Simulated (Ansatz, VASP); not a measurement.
# One calculation of CdS, two programs

The input INCAR:

```
PREC     = Accurate       # precision mode
ENCUT    = 520            # plane-wave cutoff, eV
EDIFF    = 1E-6           # SCF threshold, eV
ISMEAR   = 0              # smearing method
SIGMA    = 0.01           # smearing width, eV
LREAL    = False          # projectors in reciprocal space
LASPH    = True           # aspherical terms in the spheres
NELM     = 80             # most SCF steps
ALGO     = Normal         # electronic algorithm
ISIF     = 2              # what is computed and relaxed
LWAVE    = False          # write WAVECAR
LCHARG   = True           # write CHGCAR
GGA      = PS             # functional
LELF     = True           # ELF
LVHAR    = True         
NBANDS   = 26             # bands
```

KPOINTS

```
regular mesh
0
Gamma
  6 6 4
```

The input POSCAR:

```
CdS
1.0
    4.1238590911      0.0000000000      0.0000000000
   -2.0619295456      3.5713667345      0.0000000000
    0.0000000000      0.0000000000      6.7097081234
Cd S
2 2
Direct
    0.3333333333      0.6666666667     -0.0007766900
    0.6666666667      0.3333333333      0.4992233100
    0.3333333333      0.6666666667      0.3757766900
    0.6666666667      0.3333333333      0.8757766900
```

Input for Ansatz:

```yaml
crystal:
  lattice:
    - [4.12385909109, 0.0, 0.0]
    - [-2.06192954555, 3.57136673451, 0.0]
    - [0.0, 0.0, 6.70970812336]
  atoms:
    - { symbol: Cd, position: [0.333333333333, 0.666666666667, -0.00077668998] }
    - { symbol: Cd, position: [0.666666666667, 0.333333333333, 0.49922331002] }
    - { symbol: S, position: [0.333333333333, 0.666666666667, 0.37577668998] }
    - { symbol: S, position: [0.666666666667, 0.333333333333, 0.87577668998] }
kpoints:
  mp_grid: { grid: [6, 6, 4] }
scf:
  occupations: { method: fixed }
hamiltonian:
  xc: pbesol
  pseudopotentials: { kind: all_electron, lapw: { basis_error: 0.001 } }
output:
  forces: true
  stress: true
  eigenvalues: true
  eigenstates:
    nscf_kmesh: { grid: [10, 10, 6] }
    de_dk: true
    e_range: [-9, 11.09287523145]
  optics:
    e_range: [0, 30]
    de: 0.2
    sigma: 0.2
    bands: { spectra_wanted_up_to: 30 }
    nscf_kmesh: { grid: [10, 10, 6] }
checkpoint:
  write: ck
  write_wavefunctions: false
```

Alike in both runs: task single point; functional PBEsol; k mesh 6 × 6 × 4; no spin polarisation.

|  | VASP | Ansatz |
| --- | --- | --- |
| version | VASP 6.6.1 | Ansatz 0.2.0 |
| potentials or method | VASP PAW PBE potentials, release 64 (Cd, S), cutoff 520 eV | all-electron LAPW, scalar-relativistic |
| occupations | gaussian, width 0.01 eV | fixed |

```csv
,VASP,Ansatz,Ansatz less VASP
gap on the k mesh at the Fermi level (eV),1.10,1.09,-0.004
pressure (GPa),0.4,0.0,-0.37
```

VASP's potentials were made for PBE, not for PBEsol. Ansatz ran all-electron here, and VASP with PAW potentials.
